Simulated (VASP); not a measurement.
# WS2 (P6_3/mmc) in VASP: notebook, part 2 of 2

VASP 6.6.1. Earlier steps stand in the parts before.

### Step 3. Single point, PBEsol+D3(BJ) (strain +0.0450 x Voigt [1, 1, 0, 0, 0, 0])

INCAR reads:

```
  PREC = Accurate
  ENCUT = 520
  EDIFF = 1E-6
  ISMEAR = 0
  SIGMA = 0.05
  LREAL = F
  LASPH = T
  NELM = 60
  ALGO = Normal
  ISIF = 2
  LWAVE = F
  LCHARG = F
  GGA = PS
  IVDW = 12
  NBANDS = 35
```

KPOINTS reads:

```
regular mesh
0
Gamma
  12 12 4
```

POSCAR reads:

```
WS2
1.0
    3.2548901299      0.0000000000      0.0000000000
   -1.6274450649      2.8188175391      0.0000000000
    0.0000000000      0.0000000000     11.7722466704
W S
2 4
Direct
    0.3333333333      0.6666666667      0.2500000000
    0.6666666667      0.3333333333      0.7500000000
    0.3333333333      0.6666666667      0.6164531912
    0.6666666667      0.3333333333      0.1164531912
    0.3333333333      0.6666666667      0.8835468088
    0.6666666667      0.3333333333      0.3835468088
```

Potentials or basis: VASP PAW PBE potentials, release 64 (W_sv, S).

Launch:

```bash
> cat potpaw_PBE.64/W_sv/POTCAR potpaw_PBE.64/S/POTCAR > POTCAR
> mpirun -np 1 vasp_std > vasp.out
```

OUTCAR:

```text
PREC = Accurate
   ENCUT = 520
   EDIFF = 1E-6
   ISMEAR = 0
   LREAL = F
   LASPH = T
   NELM = 60
   ISIF = 2
   GGA = PS
   IVDW = 12
 IVDW          = 12

 ion  position               nearest neighbor table
   1  0.333  0.667  0.250-   4 2.45   6 2.45   4 2.45   6 2.45   4 2.45   6 2.45
   2  0.667  0.333  0.750-   3 2.45   5 2.45   3 2.45   5 2.45   3 2.45   5 2.45
   3  0.333  0.667  0.616-   2 2.45   2 2.45   2 2.45
   4  0.667  0.333  0.116-   1 2.45   1 2.45   1 2.45
   5  0.333  0.667  0.884-   2 2.45   2 2.45   2 2.45
   6  0.667  0.333  0.384-   1 2.45   1 2.45   1 2.45

  LATTYP: Found a hexagonal cell.
 ALAT       =     3.2548901299
 C/A-ratio  =     3.6167877257

  Lattice vectors:

 A1 = (   3.2548901299,   0.0000000000,   0.0000000000)
 A2 = (  -1.6274450649,   2.8188175391,   0.0000000000)
 A3 = (   0.0000000000,   0.0000000000,  11.7722466704)

Analysis of symmetry for initial positions (statically):
=====================================================================
 Subroutine PRICEL returns:
 Original cell was already a primitive cell.

 Routine SETGRP: Setting up the symmetry group for a
 hexagonal supercell.

 Subroutine GETGRP returns: Found 24 space group operations
[... 181 lines left out ...]

 k-point     1 :       0.0000    0.0000    0.0000
  band No.  band energies     occupation
      1     -67.4771      2.00000
      2     -67.4771      2.00000
      3     -31.6559      2.00000
      4     -31.6558      2.00000
      5     -31.5686      2.00000
      6     -31.5686      2.00000
[... 901 lines left out ...]
     34      10.9935      0.00000
     35      12.5780      0.00000

 [... further k-points ...]

------------------------ aborting loop because EDIFF is reached ----------------------------------------

 Edisp (eV)   -2.28440

 E8    (eV) :    -1.4825

  FORCE on cell =-STRESS in cart. coord.  units (eV):
  Direction    XX          YY          ZZ          XY          YZ          ZX
  --------------------------------------------------------------------------------------
  -------------------------------------------------------------------------------------
  Total     -10.23442   -10.23442    -5.76149    -0.00000    -0.00000     0.00000
  in kB    -151.81374  -151.81374   -85.46389    -0.00000    -0.00000     0.00000
  external pressure =     -129.70 kB  Pullay stress =        0.00 kB

 VOLUME and BASIS-vectors are now :
 -----------------------------------------------------------------------------
  energy-cutoff  :      520.00
  volume of cell :      108.01
      direct lattice vectors                 reciprocal lattice vectors
     3.254890130  0.000000000  0.000000000     0.307230032  0.177379342  0.000000000
    -1.627445065  2.818817539  0.000000000     0.000000000  0.354758684  0.000000000
     0.000000000  0.000000000 11.772246670     0.000000000  0.000000000  0.084945553

 POSITION                                       TOTAL-FORCE (eV/Angst)
 -----------------------------------------------------------------------------------
     -0.00000      1.87921      2.94306        -0.000000      0.000000     -0.000000
      1.62745      0.93961      8.82919         0.000000     -0.000000     -0.000000
     -0.00000      1.87921      7.25704         0.000000      0.000000      0.907574
      1.62745      0.93961      1.37092        -0.000000     -0.000000      0.907574
     -0.00000      1.87921     10.40133         0.000000      0.000000     -0.907574
      1.62745      0.93961      4.51521        -0.000000     -0.000000     -0.907574
 -----------------------------------------------------------------------------------
    total drift:                                0.000000     -0.000000      0.000000

  FREE ENERGIE OF THE ION-ELECTRON SYSTEM (eV)
  ---------------------------------------------------
  free  energy   TOTEN  =       -52.4871346537 eV

  energy  without entropy=      -52.4871346537  energy(sigma->0) =      -52.48713465
```

OSZICAR:

```text
N       E                     dE             d eps       ncg     rms          rms(c)
DAV:   1     0.506460728914E+03    0.50646E+03   -0.28316E+04  4334   0.148E+03
DAV:   2    -0.189895122835E+02   -0.52545E+03   -0.50663E+03  4528   0.408E+02
DAV:   3    -0.522028159057E+02   -0.33213E+02   -0.32526E+02  4913   0.964E+01
DAV:   4    -0.530698913395E+02   -0.86708E+00   -0.86112E+00  4851   0.160E+01
DAV:   5    -0.530862045923E+02   -0.16313E-01   -0.16301E-01  4837   0.235E+00    0.344E+01
DAV:   6    -0.506402554169E+02    0.24459E+01   -0.92374E+00  4489   0.199E+01    0.146E+01
DAV:   7    -0.503781083583E+02    0.26215E+00   -0.28286E+00  4315   0.893E+00    0.636E+00
DAV:   8    -0.502042885808E+02    0.17382E+00   -0.41310E-01  4489   0.438E+00    0.199E+00
DAV:   9    -0.502053546770E+02   -0.10661E-02   -0.52919E-02  5049   0.117E+00    0.962E-01
DAV:  10    -0.502032197297E+02    0.21349E-02   -0.21564E-02  4646   0.970E-01    0.447E-01
DAV:  11    -0.502028105155E+02    0.40921E-03   -0.41822E-03  4373   0.410E-01    0.225E-01
DAV:  12    -0.502027256605E+02    0.84855E-04   -0.18457E-04  4474   0.908E-02    0.795E-02
DAV:  13    -0.502027292569E+02   -0.35965E-05   -0.37668E-05  4636   0.363E-02    0.326E-02
DAV:  14    -0.502027307627E+02   -0.15058E-05   -0.10231E-05  4212   0.171E-02    0.198E-02
DAV:  15    -0.502027302661E+02    0.49666E-06   -0.18787E-06  2871   0.995E-03
   1 F= -.52487135E+02 E0= -.52487135E+02  d E =-.290315E-17
```

Run time: 1.7 min. Hardware: 1 thread of Intel Xeon Platinum 8488C (Sapphire Rapids), shared host; peak memory 0.33 GiB.

What came out:

- Free energy: -52.4871 eV
- Pressure: -13.0 GPa
- Largest force: 0.908 eV/Å
- Band gap on the k mesh: 0.73 eV, indirect (least direct gap 1.47 eV)
- Dispersion energy per atom: -0.381 eV

Forces in eV/Å, atoms in the order of the input:
```
W    0.000  0.000  0.000
W    0.000  0.000  0.000
S    0.000  0.000  0.908
S    0.000  0.000  0.908
S    0.000  0.000 -0.908
S    0.000  0.000 -0.908
```

Stress tensor (GPa, compression positive):
```
-15.18   0.00   0.00
  0.00 -15.18   0.00
  0.00   0.00  -8.55
```

Levels at points of the mesh, in eV from the valence-band top:
```tsv
k point	band 23	band 24	band 25	band 26	band 27	band 28	band 29	band 30
(0.00, 0.00, 0.00)	-2.45	-1.13	-1.02	0.00	1.83	1.83	1.84	1.84
(0.50, 0.00, 0.00)	-2.42	-2.04	-1.94	-1.55	1.69	1.77	2.06	2.27
(0.00, 0.00, 0.50)	-2.51	-2.51	-0.19	-0.19	1.81	1.81	1.81	1.81
(0.50, 0.00, 0.50)	-2.23	-2.23	-1.70	-1.70	1.72	1.72	2.20	2.20
```

Caveat: the cell differs from its parent crystal (strain +0.0450 x Voigt [1, 1, 0, 0, 0, 0]); the PAW data sets were made with another functional, which shifts forces and pressure a little; spin-orbit coupling is left out, which moves the levels of the heavy elements. A k mesh can miss the band edges.

### Step 4. Single point, PBEsol+D3(BJ) (strain +0.0525 x Voigt [1, 1, 0, 0, 0, 0])

INCAR reads:

```
SYSTEM = WS2
PREC = Accurate
ENCUT = 520
EDIFF = 1E-6
ISMEAR = 0
SIGMA = 0.05
LREAL = .False.
LASPH = .True.
NELM = 100
ALGO = Normal
ISIF = 2
LWAVE = .False.
LCHARG = .True.
GGA = PS
IVDW = 12
LELF = .True.
LVHAR = .True.
NBANDS = 35
```

KPOINTS reads:

```
Automatic mesh
0
Gamma
  12 12 4
  0 0 0
```

Changes to POSCAR since step 3:

```diff
@@ -2,4 +2,4 @@
 1.0
-    3.2548901299      0.0000000000      0.0000000000
-   -1.6274450649      2.8188175391      0.0000000000
+    3.2782505854      0.0000000000      0.0000000000
+   -1.6391252927      2.8390482870      0.0000000000
     0.0000000000      0.0000000000     11.7722466704
```

Launch:

```bash
> cat potpaw_PBE.64/W_sv/POTCAR potpaw_PBE.64/S/POTCAR > POTCAR
> mpirun -np 1 vasp_std > vasp.out
```

Run time: 1.8 min. Hardware: 1 thread of Intel Xeon Platinum 8488C (Sapphire Rapids), shared host; peak memory 0.33 GiB.

It converged, with:

- Free energy: -52.3308 eV
- Pressure: -14.6 GPa
- Largest force: 1.034 eV/Å
- Band gap on the k mesh: 0.69 eV, indirect (least direct gap 1.41 eV)
- Dispersion energy per atom: -0.375 eV

Forces on the atoms (eV/Å):
```
W    0.000  0.000  0.000
W    0.000  0.000  0.000
S    0.000  0.000  1.034
S    0.000  0.000  1.034
S    0.000  0.000 -1.034
S    0.000  0.000 -1.034
```

Stress tensor (GPa, compression positive):
```
-17.13   0.00   0.00
  0.00 -17.13   0.00
  0.00   0.00  -9.60
```

Levels at points of the mesh, in eV from the valence-band top:
```csv
k point,band 24,band 25,band 26,band 27,band 28,band 29
"(0.00, 0.00, 0.00)",-1.05,-0.98,0.00,1.78,1.78,1.79
"(0.50, 0.00, 0.00)",-2.07,-1.91,-1.52,1.61,1.69,1.99
"(0.00, 0.00, 0.50)",-2.53,-0.17,-0.17,1.76,1.76,1.76
"(0.50, 0.00, 0.50)",-2.26,-1.66,-1.66,1.64,1.64,2.10
```

Caveat: the cell differs from its parent crystal (strain +0.0525 x Voigt [1, 1, 0, 0, 0, 0]); the PAW data sets were made with another functional, which shifts forces and pressure a little; spin-orbit coupling is left out, which moves the levels of the heavy elements. A k mesh can miss the band edges.

### Step 5. Single point, PBEsol+D3(BJ) (strain +0.0600 x Voigt [1, 1, 0, 0, 0, 0])

INCAR reads:

```
PREC = Accurate
ENCUT = 520
EDIFF = 1E-7
ISMEAR = 0
SIGMA = 0.05
LREAL = F
LASPH = T
NELM = 80
ALGO = Normal
ISIF = 2
LWAVE = F
LCHARG = T
GGA = PS
IVDW = 12
LELF = T
LVHAR = T
NBANDS = 35
```

KPOINTS reads:

```
regular mesh
0
Gamma
  12 12 4
```

Changes to POSCAR since step 4:

```diff
@@ -2,4 +2,4 @@
 1.0
-    3.2782505854      0.0000000000      0.0000000000
-   -1.6391252927      2.8390482870      0.0000000000
+    3.3016110409      0.0000000000      0.0000000000
+   -1.6508055204      2.8592790348      0.0000000000
     0.0000000000      0.0000000000     11.7722466704
```

Launch:

```bash
> cat potpaw_PBE.64/W_sv/POTCAR potpaw_PBE.64/S/POTCAR > POTCAR
> mpirun -np 1 vasp_std > vasp.out
```

Run time: 2.6 min. Hardware: 1 thread of Intel Xeon Platinum 8488C (Sapphire Rapids), shared host; peak memory 0.36 GiB.

It converged, with:

- Free energy: -52.1551 eV
- Pressure: -16.1 GPa
- Largest force: 1.152 eV/Å
- Band gap on the k mesh: 0.62 eV, indirect (least direct gap 1.35 eV)
- Dispersion energy per atom: -0.370 eV

Forces on the atoms (eV/Å):
```
W    0.000  0.000  0.000
W    0.000  0.000  0.000
S    0.000  0.000  1.152
S    0.000  0.000  1.152
S    0.000  0.000 -1.152
S    0.000  0.000 -1.152
```

Stress tensor (GPa, compression positive):
```
-18.93   0.00   0.00
  0.00 -18.93   0.00
  0.00   0.00 -10.57
```

Levels at points of the mesh, in eV from the valence-band top:
| k point | band 24 | band 25 | band 26 | band 27 | band 28 | band 29 |
| --- | --- | --- | --- | --- | --- | --- |
| (0.00, 0.00, 0.00) | -0.98 | -0.94 | 0.00 | 1.74 | 1.74 | 1.74 |
| (0.50, 0.00, 0.00) | -2.10 | -1.88 | -1.48 | 1.53 | 1.61 | 1.92 |
| (0.00, 0.00, 0.50) | -2.54 | -0.15 | -0.15 | 1.71 | 1.71 | 1.71 |
| (0.50, 0.00, 0.50) | -2.28 | -1.63 | -1.63 | 1.57 | 1.57 | 2.01 |

Caveat: the cell differs from its parent crystal (strain +0.0600 x Voigt [1, 1, 0, 0, 0, 0]); the PAW data sets were made with another functional, which shifts forces and pressure a little; spin-orbit coupling is left out, which moves the levels of the heavy elements. A k mesh can miss the band edges.

### Step 6. Overview

| cell | gap on the mesh (eV) | pressure (GPa) | largest force (eV/Å) |
| --- | --- | --- | --- |
| a = 3.208, b = 3.208, c = 11.772 Å, angles 90.0, 90.0, 120.0°, 6 atoms | 0.71 | -9.2 | 0.63 |
| a = 3.255, b = 3.255, c = 11.772 Å, angles 90.0, 90.0, 120.0°, 6 atoms | 0.73 | -13.0 | 0.91 |
| a = 3.278, b = 3.278, c = 11.772 Å, angles 90.0, 90.0, 120.0°, 6 atoms | 0.69 | -14.6 | 1.03 |
| a = 3.302, b = 3.302, c = 11.772 Å, angles 90.0, 90.0, 120.0°, 6 atoms | 0.62 | -16.1 | 1.15 |

Alike in all rows: task single point; level PBEsol+D3(BJ); potentials or basis VASP PAW PBE potentials, release 64 (W_sv, S); no spin polarisation; k mesh 12 × 12 × 4; cutoff (eV) 520; smearing gaussian 0.05 eV.

Caveats: the PAW data sets were made with another functional, which shifts forces and pressure a little; spin-orbit coupling is left out, which moves the levels of the heavy elements.

Total energies depend on the potentials used, so only differences within one code and one set of settings carry meaning.
